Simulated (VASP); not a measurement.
Runs of VASP 6.6.1 on FeO. The structure is that of space group Fm-3m (No. 225), or close to it. The cells are those of the table. 

| spin | fixed moment (μB) | cell | k mesh | pressure (GPa) | moment (μB) |
| --- | --- | --- | --- | --- | --- |
| collinear, ferromagnetic start | - | a = 3.025 Å, angles 59.3°, 2 atoms | 11 × 11 × 11 | 6.3 | (b) |
| collinear, zero start | 0.0 | a = 3.066 Å, angles 59.3°, 2 atoms | 9 × 9 × 9 | -27.1 | 0.00 |
| collinear, ferromagnetic start | 2.2 | a = 3.066 Å, angles 59.3°, 2 atoms | 9 × 9 × 9 | (a) | 2.20 |
| collinear, ferromagnetic start | 3.8 | a = 3.066 Å, angles 59.3°, 2 atoms | 9 × 9 × 9 | -4.3 | 3.80 |

Alike in all rows: task single point; level PBE; potentials or basis VASP PAW PBE potentials, release 64 (Fe_sv, O); cutoff (eV) 700; smearing fermi-dirac 0.05 eV.

Question: Estimate the missing entries.

Answer: (a) -18.8; (b) 4.00.

Caveats: a cell with one magnetic atom can't hold antiferromagnetic order, which such compounds often take (at least some runs); the cell stands under tension (at least some runs); the total moment is fixed, so each spin has its own Fermi level and the state may be an excited one (at least some runs); the cell stands under pressure (at least some runs); the total moment is fixed, so each spin has its own Fermi level (at least some runs).
